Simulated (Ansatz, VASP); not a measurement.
**W3N4: VASP beside Ansatz**

```
CELL_PARAMETERS angstrom
4.21538 0.00000 0.00000
0.00000 4.21538 0.00000
0.00000 0.00000 4.21538
ATOMIC_POSITIONS crystal
W 0.50000 0.50000 0.00000
W 0.00000 0.50000 0.50000
W 0.50000 0.00000 0.50000
N 0.50000 0.50000 0.50000
N 0.50000 0.00000 0.00000
N 0.00000 0.50000 0.00000
N 0.00000 0.00000 0.50000
```

Alike in both runs: functional PBE; k mesh 10 × 10 × 10; occupations gaussian, width 0.1 eV; no spin polarisation.

Ansatz relaxed the structure, and its values are those at the end. VASP's run is a single point on that final structure, the one shown.

|  | VASP | Ansatz |
| --- | --- | --- |
| version | VASP 6.6.1 | Ansatz 0.2.0 |
| potentials or method | VASP PAW PBE potentials, release 64 (W_sv, N), cutoff 520 eV | scalar-relativistic, plane waves, PAW |
| valence electrons in the cell | 62 | 62 |

|  | VASP | Ansatz | Ansatz less VASP |
| --- | --- | --- | --- |
| gap on the k mesh at the Fermi level (eV) | none | none | - |
| pressure (GPa) | 1.3 | 0.0 | -1.33 |

A gap of «none» marks a metal or a gap that the smearing closes. With one functional, cell and mesh, what is left measures potentials, basis and numerics.

Neither program's run includes spin-orbit coupling.
